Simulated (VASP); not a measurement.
A run of VASP 6.6.1 is set up as follows.

INCAR

```
SYSTEM = Ba5Na4Al2O10
ALGO = Normal
EDIFF = 1E-6
ENCUT = 970
GGA = PE
GGA_COMPAT = .False.
ISIF = 2
ISMEAR = -1
ISYM = 0
LASPH = .True.
LCHARG = .False.
LREAL = Auto
LWAVE = .False.
NBANDS = 92
NELM = 120
PREC = Accurate
SIGMA = 0.05
```

KPOINTS

```
k-points
0
Gamma
  1 1 1
  0 0 0
```

Contents of POSCAR:

```
Ba5Na4Al2O10
1.0
    6.9327090000     -0.0765500000      0.0671430000
   -0.0765500000      7.2143380000     -0.0554530000
    0.0671430000     -0.0554530000      6.7389310000
Ba O Al Na
5 10 2 4
Direct
    0.7309021450      0.9132770476      0.2578895658
    0.4259670473      0.6333730872      0.8962680776
    0.9548317638      0.6651128948      0.8294927246
    0.4423970859      0.0850734556      0.6621853987
    0.9496725659      0.1282396717      0.6815483657
    0.1985484926      0.0921512595      0.3745774994
    0.7026230720      0.4089171520      0.8545390154
    0.1101710056      0.4541491623      0.5706268133
    0.4538124029      0.5548737142      0.2906818731
    0.2561533022      0.7875642147      0.6247075237
    0.7053327322      0.8278392188      0.6620870599
    0.6918673165      0.1959221830      0.4060448795
    0.4041472309      0.9516853498      0.0497053836
    0.0966606414      0.7074861359      0.2223458206
    0.9902318943      0.0310093563      0.0339156792
    0.1803211840      0.9535196703      0.1683516601
    0.2337009033      0.6201260943      0.4277035145
    0.7392225533      0.4467207752      0.1605175045
    0.0268331063      0.3097601046      0.2882805109
    0.4109254681      0.2516174483      0.2129726768
    0.6715570131      0.5070529977      0.5374284523
```

Potentials or basis: VASP PAW PBE potentials, release 64 (Ba_sv, O, Al, Na_sv).

Run with:

```sh
$ cat potpaw_PBE.64/Ba_sv/POTCAR potpaw_PBE.64/O/POTCAR potpaw_PBE.64/Al/POTCAR potpaw_PBE.64/Na_sv/POTCAR > POTCAR
$ mpirun -np 1 vasp_gam > vasp.out
```

(1) What does it give for the largest force?

(2) Estimate the pressure.

Results:

(1) 1.997 eV/Å.

(2) 9.9 GPa.

Caveat: the k points lie up to 0.93 Å⁻¹ apart; the atoms stand as in a frame of molecular dynamics.
